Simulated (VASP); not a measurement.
# MgW (Cmmm) in VASP: a series of runs, part 3 of 3

VASP 6.6.1.

## 5. Single point, PBE (16.59 Å³/atom)

This run uses another cell than the first one, of 16.59 Å³/atom.

INCAR

```
SYSTEM = MgW
PREC = Accurate
ENCUT = 520
EDIFF = 1E-7
ISMEAR = 0
SIGMA = 0.1
LREAL = .False.
LASPH = .True.
NELM = 100
ALGO = Fast
ISIF = 2
LWAVE = .False.
LCHARG = .False.
GGA = PE
NBANDS = 24
```

KPOINTS

```
Automatic mesh
0
Gamma
  10 14 10
  0 0 0
```

POSCAR

```
MgW
1.0
    4.6799244083      0.0000000000      0.0142561003
    0.0000000000      3.3407709059      0.0000000000
   -0.0129305593      0.0000000000      4.2452199422
Mg W
2 2
Direct
    0.5000000000      0.2500000000      0.7500000000
    0.5000000000      0.7500000000      0.2500000000
    0.0000000000      0.7500000000      0.7500000000
    0.0000000000      0.2500000000      0.2500000000
```

Potentials or basis: VASP PAW PBE potentials, release 64 (Mg, W_sv).

The run is started by

```console
> cat potpaw_PBE.64/Mg/POTCAR potpaw_PBE.64/W_sv/POTCAR > POTCAR
> mpirun -np 1 vasp_std > vasp.out
```

OUTCAR:

```text
SYSTEM = MgW
   PREC = Accurate
   ENCUT = 520
   EDIFF = 1E-7
   ISMEAR = 0
   LREAL = .False.
   LASPH = .True.
   NELM = 100
   ISIF = 2
   GGA = PE

 ion  position               nearest neighbor table
   1  0.500  0.250  0.750-   2 2.70   2 2.70   2 2.70   2 2.70   3 2.88   3 2.88   3 2.88   3 2.88
                             4 3.16   4 3.16   4 3.16   4 3.16
   2  0.500  0.750  0.250-   1 2.70   1 2.70   1 2.70   1 2.70   4 2.88   4 2.88   4 2.88   4 2.88
                             3 3.16   3 3.16   3 3.16   3 3.16
   3  0.000  0.750  0.750-   4 2.70   4 2.70   4 2.70   4 2.70   1 2.88   1 2.88   1 2.88   1 2.88
                             2 3.16   2 3.16   2 3.16   2 3.16
   4  0.000  0.250  0.250-   3 2.70   3 2.70   3 2.70   3 2.70   2 2.88   2 2.88   2 2.88   2 2.88
                             1 3.16   1 3.16   1 3.16   1 3.16

  LATTYP: Found a simple orthorhombic cell.
 ALAT       =     3.3407709059
 B/A-ratio  =     1.2707365319
 C/A-ratio  =     1.4008581413

  Lattice vectors:

 A1 = (   0.0000000000,   3.3407709059,   0.0000000000)
 A2 = (  -0.0129305593,   0.0000000000,   4.2452199422)
 A3 = (   4.6799244083,   0.0000000000,   0.0142561003)

Analysis of symmetry for initial positions (statically):
=====================================================================
 Subroutine PRICEL returns following result:

  LATTYP: Found a base centered orthorhombic cell.
 ALAT       =     3.3407709059
 B/A-ratio  =     1.2707365319
 C/A-ratio  =     1.4008581413

  Lattice vectors:

 A1 = (   0.0064652796,   1.6703854530,  -2.1226099711)
 A2 = (  -0.0064652796,   1.6703854530,   2.1226099711)
 A3 = (   4.6799244083,   0.0000000000,   0.0142561003)

   2 primitive cells build up your supercell.

 Routine SETGRP: Setting up the symmetry group for a
 simple orthorhombic supercell.

 Subroutine GETGRP returns: Found  8 space group operations
 (whereof  4 operations were pure point group operations)
 out of a pool of  8 trial point group operations.

The static configuration has the point symmetry C_2h.
 The point group associated with its full space group is D_2h.

Analysis of symmetry for dynamics (positions and initial velocities):
=====================================================================
 Subroutine PRICEL returns following result:

  LATTYP: Found a base centered orthorhombic cell.
 ALAT       =     3.3407709059
 B/A-ratio  =     1.2707365319
 C/A-ratio  =     1.4008581413

  Lattice vectors:

 A1 = (   0.0064652796,   1.6703854530,  -2.1226099711)
 A2 = (  -0.0064652796,   1.6703854530,   2.1226099711)
 A3 = (   4.6799244083,   0.0000000000,   0.0142561003)

   2 primitive cells build up your supercell.

 Routine SETGRP: Setting up the symmetry group for a
 simple orthorhombic supercell.

 Subroutine GETGRP returns: Found  8 space group operations
 (whereof  4 operations were pure point group operations)
 out of a pool of  8 trial point group operations.

The dynamic configuration has the point symmetry C_2h.
 The point group associated with its full space group is D_2h.

 Subroutine INISYM returns: Found  8 space group operations
 (whereof  4 operations are pure point group operations),
 and found     2 'primitive' translations

----------------------------------------------------------------------------------------

                                     Primitive cell

[... 39 lines left out ...]

 Subroutine IBZKPT returns following result:
 ===========================================

 Found    288 irreducible k-points:

 Following reciprocal coordinates:
            Coordinates               Weight
  0.000000  0.000000  0.000000      1.000000
  0.100000  0.000000 -0.000000      2.000000
  0.200000  0.000000 -0.000000      2.000000
  0.300000  0.000000 -0.000000      2.000000
  0.400000  0.000000 -0.000000      2.000000
  0.500000  0.000000 -0.000000      1.000000
[... 16 lines left out ...]
  0.400000  0.214286 -0.000000      4.000000
  0.500000  0.214286 -0.000000      2.000000
 [... further k-points ...]
   k-points           NKPTS =    288   k-points in BZ     NKDIM =    288   number of bands    NBANDS=     24
   number of dos      NEDOS =    301   number of ions     NIONS =      4
   total plane-waves  NPLWV =  32256
   dimension x,y,z NGX =    36 NGY =   28 NGZ =   32
   dimension x,y,z NGXF=    72 NGYF=   56 NGZF=   64
   ions per type =               2   2
   NGX,Y,Z   is equivalent  to a cutoff of  12.79, 13.93, 12.53 a.u.
   NGXF,Y,Z  is equivalent  to a cutoff of  25.58, 27.87, 25.06 a.u.
 SYSTEM =  MgW
   PREC   = accura    normal or accurate (medium, high low for compatibility)
   ISTART =      0    job   : 0-new  1-cont  2-samecut
   ICHARG =      2    charge: 1-file 2-atom 10-const
   ISPIN  =      1    spin polarized calculation?
   LNONCOLLINEAR =      F non collinear calculations
   LSORBIT =      F    spin-orbit coupling
   LASPH  =      T    aspherical Exc in radial PAW
   ENCUT  =  520.0 eV  38.22 Ry    6.18 a.u.   8.70  6.21  7.89*2*pi/ulx,y,z
   NELM   =    100;   NELMIN=  2; NELMDL= -5     # of ELM steps
   EDIFF  = 0.1E-06   stopping-criterion for ELM
   LREAL  =      F    real-space projection
   EDIFFG = 0.1E-05   stopping-criterion for IOM
   NSW    =      0    number of steps for IOM
   IBRION =     -1    ionic relax: 0-MD 1-quasi-New 2-CG
   NFREE  =      0    steps in history (QN), initial steepest desc. (CG)
   ISIF   =      2    stress and relaxation
   ISYM   =      2    0-nonsym 1-usesym 2-fastsym
   POTIM  = 0.5000    time-step for ionic-motion
   TEBEG  =    0.0;   TEEND  =   0.0 temperature during run
   PSTRESS=    0.0 pullay stress
   NELECT =      32.0000    total number of electrons
   NUPDOWN=      -1.0000    fix difference up-down
   EMIN   =  10.00;   EMAX   =-10.00  energy-range for DOS
   EFERMI =   0.00;   METHOD = LEGACY
   ISMEAR =     0;   SIGMA  =   0.10  broadening in eV -4-tet -1-fermi 0-gaus
   EFERMI_NEDOS =   21; number of points for ismear=-14 and -15
   IALGO  =     68    algorithm
   IMIX   =      4    mixing-type and parameters
     AMIX     =   0.40;   BMIX     =  1.00
     AMIX_MAG =   1.60;   BMIX_MAG =  1.00
  volume/ion in A,a.u.               =      16.59       111.98
  Fermi-wavevector in a.u.,A,eV,Ry     =   1.283694  2.425830 22.420643  1.647871
  Thomas-Fermi vector in A             =   2.415932
   LORBIT       =      0    0 simple, 1 ext, 2 COOP (PROOUT), +10 PAW based schemes
   GGA     = PE    functional components
   LHFCALC =     F    Hartree Fock is set to
   AEXX    =    0.0000 exact exchange contribution
   IVDW    =     0    specifies the selected vdW correction
   LEPSILON=     F    determine dielectric tensor
   LRPA    =     F    only Hartree local field effects (RPA)
 non-spin polarized calculation
 RMM-DIIS sequential band-by-band and
 Gauss-broadening in eV      SIGMA  =   0.10
  energy-cutoff  :      520.00
  volume of cell :       66.37
 maximum number of plane-waves:      1816
 NGX is ok and might be reduce to    36
   NGX = 17   NGY = 13   NGZ = 15

 number of electron      31.9999998 magnetization

 Free energy of the ion-electron system (eV)
  ---------------------------------------------------
  ext. energy  EPLUGINS =         0.00000000
  ---------------------------------------------------
  free energy    TOTEN  =       -27.09183279 eV

  energy without entropy =      -27.08267413  energy(sigma->0) =      -27.08725346

 E-fermi :   7.0346     XC(G=0): -11.4944

 val. band max:        7.0344051506   @ k =   0.5000   0.4286  -0.0000
 cond. band min:       7.0374498341   @ k =   0.0000   0.0000   0.3000
 fundamental gap:      0.0030446835
 Fermi energy:         7.0345857817

 k-point     1 :       0.0000    0.0000    0.0000
  band No.  band energies     occupation
      1     -66.6249      2.00000
      2     -66.4863      2.00000
      3     -31.3060      2.00000
      4     -30.9734      2.00000
      5     -30.9333      2.00000
      6     -30.7113      2.00000
[... 637 lines left out ...]
     23      12.9085      0.00000
     24      14.0419      0.00000

 [... further k-points ...]
[... 5 lines left out ...]
  --------------------------------------------------------------------------------------
  -------------------------------------------------------------------------------------
  Total        1.8273398      1.9490470      1.9654825      0.0000000     -0.0000000     -0.0004202
  in kB       44.1103134     47.0482123     47.4449502      0.0000000     -0.0000000     -0.0101432
  external PRESSURE =      46.2011586 kB  Pullay stress =       0.0000000 kB

 VOLUME and BASIS-vectors are now :
 -----------------------------------------------------------------------------
  energy-cutoff  :      520.00
  volume of cell :       66.37
      direct lattice vectors                 reciprocal lattice vectors
     4.679924408  0.000000000  0.014256100     0.213676682  0.000000000  0.000650840
     0.000000000  3.340770906  0.000000000     0.000000000  0.299332109  0.000000000
    -0.012930559  0.000000000  4.245219942    -0.000717559  0.000000000  0.235556870

 POSITION                                       TOTAL-FORCE (eV/Angst)
 -----------------------------------------------------------------------------------
      2.33026      0.83519      3.19104         0.000000      0.000000     -0.000000
      2.33673      2.50558      1.06843        -0.000000      0.000000     -0.000000
     -0.00970      2.50558      3.18391         0.000000     -0.000000     -0.000000
     -0.00323      0.83519      1.06130        -0.000000      0.000000      0.000000
 -----------------------------------------------------------------------------------
    total drift:                                0.000000      0.000000      0.000000

  FREE ENERGIE OF THE ION-ELECTRON SYSTEM (eV)
  ---------------------------------------------------
  free  energy   TOTEN  =       -27.0918327919 eV

  energy  without entropy=      -27.0826741284  energy(sigma->0) =      -27.08725346
```

stdout:

```text
POSCAR found type information on POSCAR MgW
 POSCAR found :  2 types and       4 ions
 scaLAPACK will be used
 LDA part: xc-table for (Slater+PW92), standard interpolation
 POSCAR, INCAR and KPOINTS ok, starting setup
 FFT: planning ... GRIDC
 FFT: planning ... GRID_SOFT
 FFT: planning ... GRID
 WAVECAR not read
 entering main loop
WARNING in EDDRMM: call to ZHEGV failed, returncode =   8  4     20
WARNING in EDDRMM: call to ZHEGV failed, returncode =   8  4     24
```

Wall time 6.8 min (1 thread of Intel Xeon Platinum 8259CL at 2.50GHz (Skylake/Cascade Lake), shared host); peak memory 0.5 GiB.

Results:

* Free energy: -27.0918 eV
* Pressure: 4.6 GPa
* Band gap on the k mesh: zero (bands 16 and 17 overlap by 1.65 eV)

Caveat: the cell stands under pressure; spin-orbit coupling is left out, which moves the levels of the heavy elements.

## 6. Single point, PBE (17.62 Å³/atom)

This run uses another cell than the first one, of 17.62 Å³/atom.

INCAR

```
SYSTEM = MgW
PREC     = Accurate       ! precision mode
ENCUT    = 520            ! plane-wave cutoff, eV
EDIFF    = 1E-6           ! SCF threshold, eV
ISMEAR   = 0              ! smearing method
SIGMA    = 0.1            ! smearing width, eV
LREAL    = .False.        ! projectors in reciprocal space
LASPH    = .True.         ! aspherical terms in the spheres
NELM     = 60             ! most SCF steps
ALGO     = Fast           ! electronic algorithm
ISIF     = 2              ! what is computed and relaxed
LWAVE    = .False.        ! write WAVECAR
LCHARG   = .False.        ! write CHGCAR
GGA      = PE             ! functional
NBANDS   = 24             ! bands
```

KPOINTS

```
regular mesh
0
Gamma
  10 14 10
  0 0 0
```

POSCAR

```
MgW
1.0
    4.8064443169      0.0000000000      0.0146412591
    0.0000000000      3.3929571983      0.0000000000
   -0.0131634303      0.0000000000      4.3216433458
Mg W
2 2
Direct
    0.5000000000      0.2500000000      0.7500000000
    0.5000000000      0.7500000000      0.2500000000
    0.0000000000      0.7500000000      0.7500000000
    0.0000000000      0.2500000000      0.2500000000
```

Potentials or basis: VASP PAW PBE potentials, release 64 (Mg, W_sv).

The run is started by

```console
> cat potpaw_PBE.64/Mg/POTCAR potpaw_PBE.64/W_sv/POTCAR > POTCAR
> mpirun -np 1 vasp_std > vasp.out
```

Run time: 5.8 min. Hardware: 1 thread of Intel Xeon Platinum 8259CL at 2.50GHz (Skylake/Cascade Lake), shared host; peak memory 0.52 GiB.

Results (log left out):

```
Free energy            : -27.0963 eV
Pressure               : -3.9 GPa
Band gap on the k mesh : zero (bands 16 and 17 overlap by 1.50 eV)
```

Stress tensor (GPa, compression positive):
```
-4.05  0.00  0.00
 0.00 -3.83  0.00
 0.00  0.00 -3.75
```

Levels at points of the mesh, in eV from the Fermi level:
```tsv
k point	band 14	band 15	band 16	band 17	band 18	band 19
(0.00, 0.00, 0.00)	-0.73	-0.64	-0.39	0.53	2.21	3.02
(0.50, 0.00, 0.00)	-1.69	-0.64	0.95	2.17	2.59	2.94
(0.00, 0.50, 0.00)	-1.32	-1.02	-1.02	0.00	0.00	2.89
(0.50, 0.50, 0.00)	-0.86	-0.52	-0.52	-0.17	-0.17	1.02
(0.00, 0.00, 0.50)	-1.76	0.14	0.14	0.44	0.44	0.74
(0.50, 0.00, 0.50)	-0.63	0.23	0.23	0.49	0.49	0.55
(0.00, 0.50, 0.50)	-2.15	-1.42	-1.42	2.63	2.63	2.78
(0.50, 0.50, 0.50)	-0.99	-0.34	-0.34	0.33	0.33	2.64
```

Caveat: the cell stands under tension; spin-orbit coupling is left out, which moves the levels of the heavy elements.

## 7. Summary

| cell | further INCAR settings | gap on the mesh (eV) | pressure (GPa) |
| --- | --- | --- | --- |
| a = 4.744, b = 3.366, c = 4.285 Å, 4 atoms | ALGO = Fast; EDIFF = 1e-06; NBANDS = 24 | none | 0.0 |
| a = 4.614, b = 3.316, c = 4.203 Å, 4 atoms | ALGO = Fast; EDIFF = 1e-06; NBANDS = 24 | none | 9.9 |
| a = 4.680, b = 3.341, c = 4.245 Å, 4 atoms | ALGO = Fast; EDIFF = 1e-07; NBANDS = 24 | none | 4.6 |
| a = 4.806, b = 3.393, c = 4.322 Å, 4 atoms | ALGO = Fast; EDIFF = 1e-06; NBANDS = 24 | none | -3.9 |

Alike in all rows: task single point; level PBE; potentials or basis VASP PAW PBE potentials, release 64 (Mg, W_sv); no spin polarisation; k mesh 10 × 14 × 10; cutoff (eV) 520; smearing gaussian 0.1 eV.

Caveats: spin-orbit coupling is left out, which moves the levels of the heavy elements; the cell stands under pressure (at least some runs); the cell stands under tension (at least some runs).

Absolute energies hang on the potentials; compare differences alone.
